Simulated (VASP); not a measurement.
# CaB3 (P6/mmm) in VASP: notebook, part 2 of 2

VASP 6.6.1.

## Step 4: Single point, PBE

This run uses another cell than the first one, of 12.60 Å³/atom.

The input, INCAR:

```
SYSTEM = CaB3
PREC = Accurate
ENCUT = 520
EDIFF = 1E-6
ISMEAR = 0
SIGMA = 0.1
LREAL = .False.
LASPH = .True.
NELM = 80
ALGO = Normal
ISIF = 2
LWAVE = .False.
LCHARG = .True.
GGA = PE
LELF = .True.
LVHAR = .True.
NBANDS = 29
```

The input, KPOINTS:

```
regular mesh
0
Gamma
  6 6 4
  0 0 0
```

The input, POSCAR:

```
CaB3
1.0
    4.9022593240      0.0000000000      0.0000000000
   -2.4511296620      4.2454811105      0.0000000000
    0.0000000000      0.0000000000      4.8443855954
Ca B
2 6
Direct
    0.3333333333      0.6666666667      0.0000000000
    0.6666666667      0.3333333333      0.0000000000
    0.7963483739      0.2036516261      0.5000000000
    0.7963483739      0.5926967478      0.5000000000
    0.4073032522      0.2036516261      0.5000000000
    0.2036516261      0.7963483739      0.5000000000
    0.2036516261      0.4073032522      0.5000000000
    0.5926967478      0.7963483739      0.5000000000
```

Command:

```console
$ cat potpaw_PBE.64/Ca_sv/POTCAR potpaw_PBE.64/B/POTCAR > POTCAR
$ mpirun -np 1 vasp_std > vasp.out
```

It took 1.7 min on 1 thread of Oxide Virtual Turin-like, shared host; peak memory 0.19 GiB.

The run converged. Its results:

| Quantity | Value |
| --- | --- |
| Free energy | -39.6479 eV |
| Pressure | 0.1 GPa |
| Largest force | 0.019 eV/Å |
| Band gap on the k mesh | zero (bands 19 and 20 overlap by 0.70 eV) |

Forces in eV/Å, atoms in the order of the input:
```
Ca   0.000  0.000  0.000
Ca   0.000  0.000  0.000
B    0.016 -0.009  0.000
B    0.000  0.019  0.000
B   -0.016 -0.009  0.000
B   -0.016  0.009  0.000
B    0.000 -0.019  0.000
B    0.016  0.009  0.000
```

Stress tensor (GPa, compression positive):
```
-0.08  0.00  0.00
 0.00 -0.08  0.00
 0.00  0.00  0.49
```

Levels at points of the mesh, in eV from the Fermi level:
| k point | band 16 | band 17 | band 18 | band 19 | band 20 | band 21 | band 22 | band 23 |
| --- | --- | --- | --- | --- | --- | --- | --- | --- |
| (0.00, 0.00, 0.00) | -4.53 | -0.81 | -0.24 | -0.24 | 0.36 | 0.36 | 1.73 | 2.24 |
| (0.50, 0.00, 0.00) | -3.18 | -2.62 | -1.62 | -1.01 | 0.72 | 1.07 | 1.14 | 1.71 |
| (0.00, 0.00, 0.50) | -5.42 | -0.19 | -0.19 | -0.14 | 0.02 | 1.47 | 1.47 | 1.75 |
| (0.50, 0.00, 0.50) | -3.04 | -2.46 | -1.08 | -1.05 | -0.43 | 1.35 | 1.36 | 1.58 |

## Step 5: Relaxation of cell and atoms, PBE

This run uses another cell than the first one, of 21.30 Å³/atom.

The input, INCAR:

```
SYSTEM = CaB3
ALGO = Normal
EDIFF = 1E-7
EDIFFG = -0.04
ENCUT = 600
GGA = PE
IBRION = 2
ISIF = 3
ISMEAR = 0
LASPH = .TRUE.
LCHARG = .FALSE.
LREAL = .FALSE.
LWAVE = .FALSE.
NELM = 60
NSW = 90
PREC = Accurate
SIGMA = 0.1
```

The input, KPOINTS:

```
k-points
0
G
  3 3 6
  0 0 0
```

The input, POSCAR:

```
CaB3
1.0
    7.5585242800      0.0000000000      0.0000000000
   -3.7792621400      6.5458740400      0.0000000000
    0.0000000000      0.0000000000      3.4446758600
Ca B
2 6
Direct
    0.3333333300      0.6666666700      0.0000000000
    0.6666666700      0.3333333300      0.0000000000
    0.8099998000      0.1900002000      0.5000000000
    0.8099998000      0.6199996000      0.5000000000
    0.3800004000      0.1900002000      0.5000000000
    0.1900002000      0.8099998000      0.5000000000
    0.1900002000      0.3800004000      0.5000000000
    0.6199996000      0.8099998000      0.5000000000
```

Command:

```console
$ cat potpaw_PBE.64/Ca_sv/POTCAR potpaw_PBE.64/B/POTCAR > POTCAR
$ mpirun -np 1 vasp_std > vasp.out
```

It took 54 min on 1 thread of Oxide Virtual Turin-like, shared host; peak memory 0.32 GiB.

It converged, with:

```
Free energy                           : -39.3453 eV
Relaxed volume                        : 12.81 Å³/atom
Relaxed cell                          : a = 5.022 Å, b = 5.022 Å, c = 4.691 Å, α = 90.00°, β = 90.00°, γ = 120.00°
Space group after relaxing (to 0.1 Å) : P6/mmm (No. 191)
Energy gained by relaxing             : 1924.0 meV/atom
Ionic steps                           : 38
Pressure after relaxing               : 0.0 GPa
Largest force after relaxing          : 0.012 eV/Å
Band gap on the k mesh                : zero (bands 19 and 20 overlap by 0.88 eV)
```

Forces on the atoms (eV/Å):
```
Ca   0.000  0.000  0.000
Ca   0.000  0.000  0.000
B   -0.010  0.006  0.000
B    0.000 -0.012  0.000
B    0.010  0.006  0.000
B    0.010 -0.006  0.000
B    0.000  0.012  0.000
B   -0.010 -0.006  0.000
```

Stress tensor (GPa, compression positive):
```
-0.10  0.00  0.00
 0.00 -0.10  0.00
 0.00  0.00  0.34
```

Step by step:
```csv
step,energy change (eV),largest force (eV/Å),pressure (GPa),volume (Å³)
1,0.0000,2.4002,-5.37,170.43
2,-3.9038,3.1135,-7.73,152.85
3,-11.2803,4.2960,27.94,101.82
4,-9.1233,3.3688,-7.45,130.31
5,-12.6793,1.6104,-0.12,115.87
6,-13.0881,0.5160,9.74,108.79
7,-13.1263,0.0201,7.28,110.25
8,-13.5102,1.4442,3.66,121.65
9,-13.5559,1.0959,4.19,118.65
10,-13.5257,0.4824,-7.33,132.49
11,-13.7302,0.2513,-1.86,124.98
12,-13.8494,0.3710,-1.99,123.32
13,-14.3583,1.0217,-2.32,118.04
14,-14.8901,1.6488,1.10,106.35
15,-14.9078,1.5888,1.08,106.14
16,-14.9473,1.4144,1.10,105.53
17,-14.9807,1.2030,1.14,104.28
18,-15.0475,0.8534,1.05,101.72
19,-14.0592,3.5471,11.28,96.38
20,-15.0228,0.9364,1.37,101.53
21,-15.0609,0.2124,2.72,98.99
22,-15.0496,0.8224,1.44,100.63
23,-15.0741,0.6472,1.74,99.81
24,-15.0741,0.4972,2.09,99.40
25,-15.0754,0.5450,1.96,99.56
26,-15.0948,0.6003,1.33,100.06
27,-15.1176,0.5922,0.50,100.99
28,-15.1860,0.3376,-0.73,102.82
29,-15.3251,0.0841,-2.91,106.29
30,-15.3252,0.0809,-3.92,107.39
31,-15.3300,0.0805,-3.28,106.71
32,-15.3579,0.0637,-2.87,105.95
33,-15.3658,0.0512,-2.44,105.34
34,-15.3811,0.0993,-1.38,104.21
35,-15.3881,0.1582,-0.07,102.88
36,-15.3911,0.0825,0.00,102.65
37,-15.3919,0.0174,0.07,102.45
38,-15.3923,0.0119,0.05,102.47
```

Final structure:
```yaml
crystal:
  lattice:
    - [5.02227, 0.00000, 0.00000]
    - [-2.51114, 4.34942, 0.00000]
    - [0.00000, 0.00000, 4.69081]
  atoms:
    - { symbol: Ca, position: [0.33333, 0.66667, 0.00000] }
    - { symbol: Ca, position: [0.66667, 0.33333, 0.00000] }
    - { symbol: B, position: [0.80358, 0.19642, 0.50000] }
    - { symbol: B, position: [0.80358, 0.60716, 0.50000] }
    - { symbol: B, position: [0.39284, 0.19642, 0.50000] }
    - { symbol: B, position: [0.19642, 0.80358, 0.50000] }
    - { symbol: B, position: [0.19642, 0.39284, 0.50000] }
    - { symbol: B, position: [0.60716, 0.80358, 0.50000] }
```

Levels at points of the mesh, in eV from the Fermi level:
```tsv
k point	band 16	band 17	band 18	band 19	band 20	band 21	band 22	band 23
(0.00, 0.00, 0.00)	-3.64	-0.23	0.12	0.12	0.40	0.40	1.31	2.73
(0.00, 0.00, 0.50)	-4.81	-0.16	-0.16	0.65	0.92	1.33	1.77	1.77
```

Caveat: the volume moved by over 15 % at a fixed basis, so the end points are rough.

## Step 6: Overview

| task | cell | k mesh | cutoff (eV) | gap on the mesh (eV) | pressure (GPa) | largest force (eV/Å) |
| --- | --- | --- | --- | --- | --- | --- |
| single point | a = 5.017, b = 5.017, c = 4.695 Å, angles 90.0, 90.0, 120.0°, 8 atoms, atomic positions A | 3 × 3 × 6 | 520 | none | 0.2 | - |
| single point | a = 7.559, b = 7.559, c = 3.445 Å, angles 90.0, 90.0, 120.0°, 8 atoms, atomic positions B | 3 × 3 × 6 | 520 | none | -5.4 | 2.40 |
| single point | a = 4.902, b = 4.902, c = 4.844 Å, angles 90.0, 90.0, 120.0°, 8 atoms, atomic positions C | 6 × 6 × 4 | 520 | none | 0.1 | 0.02 |
| relaxation of cell and atoms | relaxed from a = 7.559, b = 7.559, c = 3.445 Å, angles 90.0, 90.0, 120.0°, 8 atoms, atomic positions B | 3 × 3 × 6 | 600 | none | 0.0 | 0.01 |

Alike in all rows: level PBE; potentials or basis VASP PAW PBE potentials, release 64 (Ca_sv, B); no spin polarisation; smearing gaussian 0.1 eV.

Caveats: some runs use coarse meshes; the stress differs along the axes, from -11 to 5 GPa (at least some runs); forces of over 1 eV/Å act on the atoms, so gaps and moduli don't describe the material at rest (at least some runs); the volume moved by over 15 % at a fixed basis, so the end points are rough (at least some runs).

Absolute energies hang on the potentials; compare differences alone.
